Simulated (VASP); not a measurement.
A run of VASP 6.6.1:

Contents of INCAR:

```
  ALGO = Normal
  EDIFF = 1E-6
  ENCUT = 520
  GGA = CA
  ISIF = 2
  ISMEAR = 0
  LASPH = T
  LCHARG = T
  LELF = T
  LREAL = F
  LVHAR = T
  LWAVE = F
  NBANDS = 20
  NELM = 100
  PREC = Accurate
  SIGMA = 0.05
```

KPOINTS

```
k-points
0
Gamma
  12 12 2
```

File POSCAR:

```
Te2Mo
1.0
    3.8450514391      0.0000000000      0.0000000000
   -1.9225257196      3.3299122251      0.0000000000
    0.0000000000      0.0000000000     16.8230955072
Te Mo
2 1
Direct
    0.3333333333      0.6666666667      0.8978554500
    0.3333333333      0.6666666667      0.1021445500
    0.0000000000      0.0000000000      0.0000000000
```

Potentials or basis: VASP PAW LDA potentials, release 64 (Te, Mo_sv).

The run is started by

```bash
$ cat potpaw_LDA.64/Te/POTCAR potpaw_LDA.64/Mo_sv/POTCAR > POTCAR
$ mpirun -np 1 vasp_std > vasp.out
```

Hardware: 1 thread of Intel Xeon 8259CL (shared host).

Q: How long does it take, and how much memory?

A: Wall time 7.1 min on 1 thread of Intel Xeon 8259CL, with other jobs on the host, peak memory 0.36 GiB. Counts: scf iterations 21, k points 38.
